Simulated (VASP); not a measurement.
# HC18Cl in VASP: further runs

Runs on HC18Cl. Level: LDA. Tasks: single point.

Program: VASP 6.6.1. These are calculated values, not measurements. Logs are shortened: lines on timing, memory, paths and dates and some standing lists are left out, and cuts for length are marked.

### 1 The cell of the first run

The cell holds a slab with vacuum, 20 atoms: a = 7.398 Å, b = 7.398 Å, c = 12.000 Å, α = 90.00°, β = 90.00°, γ = 120.00°.

### 2 Single point, LDA

Contents of INCAR:

```
PREC = Accurate
ENCUT = 520
EDIFF = 1E-6
ISMEAR = 0
SIGMA = 0.05
LREAL = F
LASPH = T
NELM = 120
ALGO = Normal
ISIF = 2
LWAVE = F
LCHARG = T
LELF = T
LVHAR = T
NBANDS = 56
GGA_COMPAT = F
NELMDL = -8
```

Contents of KPOINTS:

```
Automatic mesh
0
Gamma
  2 2 1
```

Contents of POSCAR:

```
HC18Cl
1.0
    7.3980000000      0.0000000000      0.0000000000
   -3.6990000000      6.4068560000      0.0000000000
    0.0000000000      0.0000000000     12.0000000000
C Cl H
18 1 1
Direct
   -0.0109244756     -0.0254966991      0.0841201068
    0.2115185576      0.0856963946      0.0841984531
   -0.0095157717      0.3068225710      0.0840452603
    0.2101503308      0.4167812186      0.0841404621
   -0.0118072718      0.6388339293      0.0838889907
    0.2125484555      0.7510261434      0.0841376189
    0.3237499337     -0.0265355730      0.0842001791
    0.5434110884      0.0831322157      0.0841831189
    0.3211777607      0.3053633707      0.0841837091
    0.5457667459      0.4178169933      0.0840455905
    0.3224117882      0.6411969236      0.0841342254
    0.5448729946      0.7524331681      0.0840300959
    0.6548385939     -0.0278931631      0.0841356831
    0.8792487087      0.0843658151      0.0841273674
    0.6558781996      0.3077059504      0.0840248574
    0.8785654468      0.4191565250      0.0837859574
    0.6572174665      0.6405295763      0.0837426132
    0.8768893120      0.7501472945      0.0838640206
    0.7199294911      0.4859538831      0.3599743965
    0.6505106450      0.4190838626      0.2595366937
```

Potentials or basis: VASP PAW LDA potentials, release 64 (C, Cl, H).

The run is started by

```bash
$ cat potpaw_LDA.64/C/POTCAR potpaw_LDA.64/Cl/POTCAR potpaw_LDA.64/H/POTCAR > POTCAR
$ mpirun -np 1 vasp_std > vasp.out
```

OUTCAR:

```text
PREC = Accurate
   ENCUT = 520
   EDIFF = 1E-6
   ISMEAR = 0
   LREAL = F
   LASPH = T
   NELM = 120
   ISIF = 2
   NELMDL = -8

 ion  position               nearest neighbor table
   1  0.989  0.975  0.084-  14 1.41   2 1.43  18 1.44
   2  0.212  0.086  0.084-   9 1.41   1 1.43   7 1.44
   3  0.990  0.307  0.084-   4 1.41  14 1.43  16 1.44
   4  0.210  0.417  0.084-   3 1.41   9 1.43  11 1.44
   5  0.988  0.639  0.084-  16 1.41  18 1.43   6 1.44
   6  0.213  0.751  0.084-  11 1.41   7 1.43   5 1.44
[... 10 lines left out ...]
  17  0.657  0.641  0.084-  18 1.41  10 1.43  12 1.44
  18  0.877  0.750  0.084-  17 1.41   5 1.43   1 1.44
  19  0.720  0.486  0.360-  20 1.31
  20  0.651  0.419  0.260-  19 1.31

  LATTYP: Found a hexagonal cell.
 ALAT       =     7.3980000000
 C/A-ratio  =     1.6220600162

  Lattice vectors:

 A1 = (   7.3980000000,   0.0000000000,   0.0000000000)
 A2 = (  -3.6990000000,   6.4068560000,   0.0000000000)
 A3 = (   0.0000000000,   0.0000000000,  12.0000000000)

Analysis of symmetry for initial positions (statically):
=====================================================================
 Subroutine PRICEL returns:
 Original cell was already a primitive cell.

 Routine SETGRP: Setting up the symmetry group for a
 hexagonal supercell.

 Subroutine GETGRP returns: Found  1 space group operations
 (whereof  1 operations were pure point group operations)
 out of a pool of 24 trial point group operations.

The static configuration has the point symmetry C_1 .

Analysis of symmetry for dynamics (positions and initial velocities):
=====================================================================
 Subroutine PRICEL returns:
 Original cell was already a primitive cell.

 Routine SETGRP: Setting up the symmetry group for a
 hexagonal supercell.

 Subroutine GETGRP returns: Found  1 space group operations
 (whereof  1 operations were pure point group operations)
 out of a pool of 24 trial point group operations.

The dynamic configuration has the point symmetry C_1 .

 Subroutine INISYM returns: Found  1 space group operations
 (whereof  1 operations are pure point group operations),
 and found     1 'primitive' translations

----------------------------------------------------------------------------------------

                                     Primitive cell

  volume of cell :     568.7750

  direct lattice vectors                    reciprocal lattice vectors
     7.398000000  0.000000000  0.000000000     0.135171668  0.078041398  0.000000000
    -3.699000000  6.406856000  0.000000000     0.000000000  0.156082796  0.000000000
     0.000000000  0.000000000 12.000000000     0.000000000  0.000000000  0.083333333

  length of vectors
     7.398000000  7.398000054 12.000000000     0.156082797  0.156082796  0.083333333

  position of ions in fractional coordinates (direct lattice)
     0.989075524  0.974503301  0.084120107
     0.211518558  0.085696395  0.084198453
     0.990484228  0.306822571  0.084045260
     0.210150331  0.416781219  0.084140462
     0.988192728  0.638833929  0.083888991
     0.212548455  0.751026143  0.084137619
[... 12 lines left out ...]
     0.719929491  0.485953883  0.359974397
     0.650510645  0.419083863  0.259536694

  ion indices of the primitive-cell ions
   primitive index   ion index
                 1           1
                 2           2
                 3           3
                 4           4
                 5           5
                 6           6
[... 12 lines left out ...]
                19          19
                20          20

----------------------------------------------------------------------------------------

 KPOINTS: Automatic mesh

Automatic generation of k-mesh.
 Grid dimensions read from file:
 generate k-points for:    2    2    1

 Generating k-lattice:

  Cartesian coordinates                     Fractional coordinates (reciprocal lattice)
     0.067585834  0.039020699  0.000000000     0.500000000  0.000000000  0.000000000
     0.000000000  0.078041398  0.000000000     0.000000000  0.500000000  0.000000000
     0.000000000  0.000000000  0.083333333     0.000000000  0.000000000  1.000000000

  Length of vectors
     0.078041399  0.078041398  0.083333333

  Shift w.r.t. Gamma in fractional coordinates (k-lattice)
     0.000000000  0.000000000  0.000000000

 Subroutine IBZKPT returns following result:
 ===========================================

 Found      4 irreducible k-points:

 Following reciprocal coordinates:
            Coordinates               Weight
  0.000000  0.000000  0.000000      1.000000
  0.500000  0.000000  0.000000      1.000000
  0.000000  0.500000  0.000000      1.000000
  0.500000  0.500000  0.000000      1.000000
   k-points           NKPTS =      4   k-points in BZ     NKDIM =      4   number of bands    NBANDS=     56
   number of dos      NEDOS =    301   number of ions     NIONS =     20
   total plane-waves  NPLWV = 282240
   dimension x,y,z NGX =    56 NGY =   56 NGZ =   90
   dimension x,y,z NGXF=   112 NGYF=  112 NGZF=  180
   ions per type =              18   1   1
   NGX,Y,Z   is equivalent  to a cutoff of  12.58, 12.58, 12.47 a.u.
   NGXF,Y,Z  is equivalent  to a cutoff of  25.17, 25.17, 24.94 a.u.
 SYSTEM =  unknown system
   PREC   = accura    normal or accurate (medium, high low for compatibility)
   ISTART =      0    job   : 0-new  1-cont  2-samecut
   ICHARG =      2    charge: 1-file 2-atom 10-const
   ISPIN  =      1    spin polarized calculation?
   LNONCOLLINEAR =      F non collinear calculations
   LSORBIT =      F    spin-orbit coupling
   LASPH  =      T    aspherical Exc in radial PAW
   ENCUT  =  520.0 eV  38.22 Ry    6.18 a.u.  13.76 13.76 22.31*2*pi/ulx,y,z
   NELM   =    120;   NELMIN=  2; NELMDL= -8     # of ELM steps
   EDIFF  = 0.1E-05   stopping-criterion for ELM
   LREAL  =      F    real-space projection
   EDIFFG = 0.1E-04   stopping-criterion for IOM
   NSW    =      0    number of steps for IOM
   IBRION =     -1    ionic relax: 0-MD 1-quasi-New 2-CG
   NFREE  =      0    steps in history (QN), initial steepest desc. (CG)
   ISIF   =      2    stress and relaxation
   ISYM   =      2    0-nonsym 1-usesym 2-fastsym
   POTIM  = 0.5000    time-step for ionic-motion
   TEBEG  =    0.0;   TEEND  =   0.0 temperature during run
   PSTRESS=    0.0 pullay stress
   NELECT =      80.0000    total number of electrons
   NUPDOWN=      -1.0000    fix difference up-down
   EMIN   =  10.00;   EMAX   =-10.00  energy-range for DOS
   EFERMI =   0.00;   METHOD = LEGACY
   ISMEAR =     0;   SIGMA  =   0.05  broadening in eV -4-tet -1-fermi 0-gaus
   EFERMI_NEDOS =   21; number of points for ismear=-14 and -15
   IALGO  =     38    algorithm
   IMIX   =      4    mixing-type and parameters
     AMIX     =   0.40;   BMIX     =  1.00
     AMIX_MAG =   1.60;   BMIX_MAG =  1.00
  volume/ion in A,a.u.               =      28.44       191.91
  Fermi-wavevector in a.u.,A,eV,Ry     =   0.851382  1.608879  9.862209  0.724852
  Thomas-Fermi vector in A             =   1.967507
   LORBIT       =      0    0 simple, 1 ext, 2 COOP (PROOUT), +10 PAW based schemes
   GGA     = CA    functional components
   LHFCALC =     F    Hartree Fock is set to
   AEXX    =    0.0000 exact exchange contribution
   IVDW    =     0    specifies the selected vdW correction
   LEPSILON=     F    determine dielectric tensor
   LRPA    =     F    only Hartree local field effects (RPA)
 non-spin polarized calculation
 Gauss-broadening in eV      SIGMA  =   0.05
  energy-cutoff  :      520.00
  volume of cell :      568.78
 maximum number of plane-waves:     15363
 NGX is ok and might be reduce to    56
   NGX = 27   NGY = 27   NGZ = 45

 number of electron      80.0000001 magnetization

 Free energy of the ion-electron system (eV)
  ---------------------------------------------------
  ext. energy  EPLUGINS =         0.00000000
  ---------------------------------------------------
  free energy    TOTEN  =      -187.54041261 eV

  energy without entropy =     -187.53999226  energy(sigma->0) =     -187.54020244

 E-fermi :  -1.9684     XC(G=0):  -4.3300

 val. band max:       -2.0623244184   @ k =   0.0000   0.0000   0.0000
 cond. band min:      -1.8739779003   @ k =   0.0000   0.0000   0.0000
 fundamental gap:      0.1883465182
 Fermi energy:        -1.9684459275

 k-point     1 :       0.0000    0.0000    0.0000
  band No.  band energies     occupation
      1     -21.2710      2.00000
      2     -18.8214      2.00000
      3     -18.7506      2.00000
      4     -18.7183      2.00000
      5     -18.6912      2.00000
      6     -18.6201      2.00000
[... 44 lines left out ...]
     51       3.3056      0.00000
     52       3.5577      0.00000

 k-point     2 :       0.5000    0.0000    0.0000
  band No.  band energies     occupation
      1     -20.6413      2.00000
      2     -20.6009      2.00000
      3     -19.3873      2.00000
      4     -19.2834      2.00000
      5     -17.8991      2.00000
      6     -16.9056      2.00000
[... 44 lines left out ...]
     51       4.2128      0.00000
     52       4.2586      0.00000

 k-point     3 :       0.0000    0.5000    0.0000
  band No.  band energies     occupation
      1     -20.6412      2.00000
      2     -20.6010      2.00000
      3     -19.3873      2.00000
      4     -19.2835      2.00000
      5     -17.8991      2.00000
      6     -16.9053      2.00000
[... 44 lines left out ...]
     51       4.2113      0.00000
     52       4.2597      0.00000

 k-point     4 :       0.5000    0.5000    0.0000
  band No.  band energies     occupation
      1     -20.6406      2.00000
      2     -20.6017      2.00000
      3     -19.3749      2.00000
      4     -19.2969      2.00000
      5     -17.8982      2.00000
      6     -16.8951      2.00000
[... 44 lines left out ...]
     51       4.1975      0.00000
     52       4.2597      0.00000
 [bands above 52 left out]

------------------------ aborting loop because EDIFF is reached ----------------------------------------

  FORCE on cell =-STRESS in cart. coord.  units (eV):
  Direction    XX          YY          ZZ          XY          YZ          ZX
  --------------------------------------------------------------------------------------
  -------------------------------------------------------------------------------------
  Total       -8.8902423     -8.9383840     -0.2764334     -0.0500840     -0.0401589     -0.0226699
  in kB      -25.0428439    -25.1784538     -0.7786828     -0.1410811     -0.1131232     -0.0638585
  external PRESSURE =     -16.9999935 kB  Pullay stress =       0.0000000 kB

 VOLUME and BASIS-vectors are now :
 -----------------------------------------------------------------------------
  energy-cutoff  :      520.00
  volume of cell :      568.78
      direct lattice vectors                 reciprocal lattice vectors
     7.398000000  0.000000000  0.000000000     0.135171668  0.078041398  0.000000000
    -3.699000000  6.406856000  0.000000000     0.000000000  0.156082796  0.000000000
     0.000000000  0.000000000 12.000000000     0.000000000  0.000000000  0.083333333

 POSITION                                       TOTAL-FORCE (eV/Angst)
 -----------------------------------------------------------------------------------
      3.71249      6.24350      1.00944         0.007632      0.000723     -0.000088
      1.24782      0.54904      1.01038        -0.004833     -0.006147      0.000223
      6.19267      1.96577      1.00854        -0.003958     -0.008010      0.000365
      0.01302      2.67026      1.00969         0.008815     -0.000910      0.000359
      4.94760      4.09292      1.00667        -0.006280      0.005199     -0.000227
     -1.20561      4.81172      1.00965        -0.003543      0.007197      0.000345
[... 12 lines left out ...]
      3.52849      3.11344      4.31969        -0.020371     -0.033731     -0.094644
      3.26229      2.68501      3.11444         0.021070      0.033360      0.094015
 -----------------------------------------------------------------------------------
    total drift:                                0.000149     -0.000071     -0.001167

  FREE ENERGIE OF THE ION-ELECTRON SYSTEM (eV)
  ---------------------------------------------------
  free  energy   TOTEN  =      -187.5404126063 eV

  energy  without entropy=     -187.5399922648  energy(sigma->0) =     -187.54020244
```

Run time: 2.4 min. Hardware: 1 thread of Intel Xeon 6975P-C (Granite Rapids), shared host; peak memory 0.49 GiB.

Results:

| Property | Result |
| --- | --- |
| Free energy | -187.5404 eV |
| Largest force | 0.103 eV/Å |
| Band gap on the k mesh | 0.19 eV, direct |

Forces on the atoms (eV/Å):
```
C    0.008  0.001  0.000
C   -0.005 -0.006  0.000
C   -0.004 -0.008  0.000
C    0.009 -0.001  0.000
C   -0.006  0.005  0.000
C   -0.004  0.007  0.000
C   -0.004 -0.008  0.000
C    0.011  0.001  0.000
C   -0.005  0.006  0.000
C   -0.001  0.009  0.001
C    0.006 -0.001  0.000
C   -0.003 -0.005  0.000
C   -0.004  0.009  0.000
C   -0.006  0.006  0.000
C    0.010  0.002 -0.001
C   -0.008 -0.006  0.000
C    0.001 -0.007  0.000
C    0.006 -0.004  0.000
Cl  -0.020 -0.034 -0.095
H    0.021  0.033  0.094
```

Caveat: the k points lie up to 0.49 Å⁻¹ apart.

(Continued in part 2 of 2.)
